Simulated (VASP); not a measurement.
Here is a VASP 6.6.1 calculation.

File POSCAR:

```
Ge
1.0
    5.2405800000      0.0000000000      0.0000000000
    0.0000000000      5.2405800000      0.0000000000
    0.0000000000      0.0000000000      2.6553600000
Ge
3
Direct
    0.0000000000      0.0000000000      0.0000000000
    0.0000000000      0.5000000000      0.0000000000
    0.5000000000      0.0000000000      0.0000000000
```

The input INCAR.step1:

```
SYSTEM = Ge
PREC = Accurate ; ENCUT = 520
EDIFF = 1E-5 ; ISMEAR = -1
SIGMA = 0.05 ; LREAL = .False.
LASPH = .True. ; NELM = 60
ALGO = Normal ; ISIF = 2
LWAVE = .True. ; LCHARG = .False.
GGA = PE ; NBANDS = 28
LUSENCCL = .False.
```

The input INCAR.step2:

```
SYSTEM = Ge
PREC = Accurate ; ENCUT = 520
EDIFF = 1E-6 ; ISMEAR = -1
SIGMA = 0.05 ; LREAL = .False.
LASPH = .True. ; NELM = 60
ALGO = Normal ; ISIF = 2
LWAVE = .False. ; LCHARG = .False.
GGA = PE ; LHFCALC = .True.
AEXX = 0.1 ; HFSCREEN = 0.2
PRECFOCK = Normal ; ISTART = 1
NBANDS = 28 ; LUSENCCL = .False.
```

File KPOINTS:

```
Automatic mesh
0
Gamma
  3 3 5
  0 0 0
```

Potentials or basis: VASP PAW PBE potentials, release 64 (Ge_d).

Run with:

```sh
$ cat potpaw_PBE.64/Ge_d/POTCAR > POTCAR
$ cp INCAR.step1 INCAR
$ mpirun -np 1 vasp_std > vasp.out
$ cp INCAR.step2 INCAR
$ mpirun -np 1 vasp_std > vasp.out
```

(1) Predict the band gap on the k mesh.

(2) Estimate the pressure.

Answers

(1) zero (bands 21 and 22 overlap by 1.90 eV).

(2) -0.4 GPa.

Caveat: the k points lie up to 0.47 Å⁻¹ apart, too coarse for converged energies and pressures of a metal; the PAW data sets were made with another functional, which shifts forces and pressure a little.
